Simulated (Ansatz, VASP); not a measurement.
**BN: VASP beside Ansatz**

```
B N
1.0
     0.00000    1.69439    1.69439
     1.69439    0.00000    1.69439
     1.69439    1.69439    0.00000
B N
1 1
Direct
  0.00000 0.00000 0.00000
  0.50000 0.50000 0.50000
```

Change from the starting cell: volume scaled by 0.94, PAW files.

Alike in both runs: task single point; functional LDA; k mesh 15 × 15 × 15; occupations fermi-dirac, width 0.05 eV; no spin polarisation.

|  | VASP | Ansatz |
| --- | --- | --- |
| version | VASP 6.6.1 | Ansatz 0.2.0 |
| potentials or method | VASP PAW LDA potentials, release 64 (B, N) | PAW with Ansatz's default frozen-core files, scalar-relativistic |
| plane-wave cutoff (eV) | 520 | 420 |
| valence electrons in the cell | 8 | 8 |

```csv
,VASP,Ansatz,Ansatz less VASP
gap on the k mesh at the Fermi level (eV),2.12,2.13,+0.014
pressure (GPa),30.1,29.0,-1.12
```

LDA's correlation is that of Perdew and Zunger in VASP and of Perdew and Wang (1992) in Ansatz. Both programs put the cell under a high pressure, so it lies far from rest at this level.
